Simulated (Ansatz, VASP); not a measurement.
BP: VASP beside Ansatz

INCAR

```
PREC = Accurate ; ENCUT = 520
EDIFF = 1E-6 ; ISMEAR = 0
SIGMA = 0.05 ; LREAL = F
LASPH = T ; NELM = 100
ALGO = Normal ; ISIF = 2
LWAVE = F ; LCHARG = F
GGA = PE ; NBANDS = 11
```

The input KPOINTS:

```
regular mesh
0
Gamma
  10 10 10
```

Contents of POSCAR:

```
BP
1.0
    0.0000000000      2.0874800000      2.2690000000
    2.0874800000      0.0000000000      2.2690000000
    2.0874800000      2.0874800000      0.0000000000
B P
1 1
Direct
    0.0000000000      0.0000000000      0.0000000000
    0.7500000000      0.7500000000      0.7500000000
```

Input for Ansatz:

```yaml
crystal:
  lattice:
    - [0.0, 2.08748, 2.269]
    - [2.08748, 0.0, 2.269]
    - [2.08748, 2.08748, 0.0]
  atoms:
    - { symbol: B, position: [0.0, 0.0, 0.0] }
    - { symbol: P, position: [0.75, 0.75, 0.75] }
basis:
  ecutwfc: 420
kpoints:
  mp_grid: { grid: [10, 10, 10] }
hamiltonian:
  xc: pbe
scf:
  occupations: { method: gaussian, width: 0.05 }
output:
  forces: true
  stress: true
  eigenvalues: true
```

Change from the starting cell: strain -0.080 along x and y, +0.000 along z, atoms carried along.

Alike in both runs: task single point; functional PBE; k mesh 10 × 10 × 10; occupations gaussian, width 0.05 eV; no spin polarisation.

|  | VASP | Ansatz |
| --- | --- | --- |
| version | VASP 6.6.1 | Ansatz 0.2.0 |
| potentials or method | VASP PAW PBE potentials, release 64 (B, P), cutoff 520 eV | scalar-relativistic, plane waves, PAW |
| valence electrons in the cell | 8 | 8 |

|  | VASP | Ansatz | Ansatz less VASP |
| --- | --- | --- | --- |
| gap on the k mesh at the Fermi level (eV) | 0.33 | 0.34 | +0.007 |
| least direct gap on the mesh (eV) | 3.29 | 3.30 | +0.007 |
| pressure (GPa) | 38.2 | 38.6 | +0.45 |
| traceless stress, the component that is largest in VASP (GPa) | -18.82 | -18.77 | +0.044 |

Both programs put the cell under a high pressure, so it lies far from rest at this level.
